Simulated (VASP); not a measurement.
Be2Ga2C3:

```
Be Ga C
1.0
     2.49906    1.44283    3.97756
    -2.49906    1.44283    3.97756
     0.00000   -2.88567    3.97756
Be Ga C
2 2 3
Cartesian
  0.0000 0.0000 2.8654
  0.0000 0.0000 9.0673
  0.0000 0.0000 0.0000
  0.0000 0.0000 5.9663
  0.0000 -1.4428 1.9888
  1.2495 0.7214 1.9888
  -1.2495 0.7214 1.9888
```

* Program: VASP 6.6.1
* Task: relaxation of cell and atoms
* Functional: PBE
* Potentials or basis: VASP PAW PBE potentials, release 64 (Be, Ga_d, C)
* Cutoff: 600 eV
* k mesh: 6 × 6 × 6
* Occupations: gaussian, width 0.1 eV
* Spin: no spin polarisation

At the start: pressure -0.3 GPa; volume 12.29 Å³/atom.

Problem. Where does the relaxation end?

Solution. Over 27 steps the energy falls by 93.3 meV/atom and the volume is 11.77 Å³/atom (-4.2 %); space group R-3m (No. 166, to 0.05 Å).

Step by step:
```tsv
step	energy change (eV)	largest force (eV/Å)	pressure (GPa)	volume (Å³)
1	0.0000	0.4796	-0.26	86.05
2	-0.0676	0.2694	-1.49	85.79
3	-0.2585	0.1959	-4.58	84.82
4	-0.3609	1.1610	-6.83	82.11
5	-0.3732	0.4966	-6.08	83.78
6	-0.4036	0.7278	-6.71	83.13
7	-0.4304	0.7574	-6.19	82.43
8	-0.4652	0.8440	-5.03	81.04
9	-0.4298	1.0704	-2.02	78.23
10	-0.4724	0.8872	-4.40	80.40
11	-0.4979	0.7918	-3.67	79.96
12	-0.5490	0.4870	-1.28	78.64
13	-0.5241	0.2191	4.45	76.05
14	-0.5606	0.2550	0.59	77.73
15	-0.5606	0.2410	0.70	77.68
16	-0.5649	0.2375	0.69	77.79
17	-0.5771	0.2209	0.71	78.14
18	-0.5986	0.1919	0.73	78.83
19	-0.6340	0.1680	0.78	80.20
20	-0.5837	0.5137	0.85	82.88
21	-0.6447	0.1179	0.76	80.82
22	-0.6462	0.0206	0.82	81.44
23	-0.6472	0.0455	0.78	81.19
24	-0.6508	0.0831	-0.79	82.97
25	-0.6515	0.0720	-0.36	82.44
26	-0.6524	0.0568	0.24	82.40
27	-0.6529	0.0078	0.02	82.42
```

Final structure:
```yaml
crystal:
  lattice:
    - [2.68817, 1.55201, 3.29239]
    - [-2.68817, 1.55201, 3.29239]
    - [0.00000, -3.10403, 3.29239]
  atoms:
    - { symbol: Be, position: [0.23652, 0.23652, 0.23652] }
    - { symbol: Be, position: [0.76348, 0.76348, 0.76348] }
    - { symbol: Ga, position: [0.00000, 0.00000, 0.00000] }
    - { symbol: Ga, position: [0.50000, 0.50000, 0.50000] }
    - { symbol: C, position: [0.00000, 0.00000, 0.50000] }
    - { symbol: C, position: [0.50000, 0.00000, 0.00000] }
    - { symbol: C, position: [0.00000, 0.50000, 0.00000] }
```
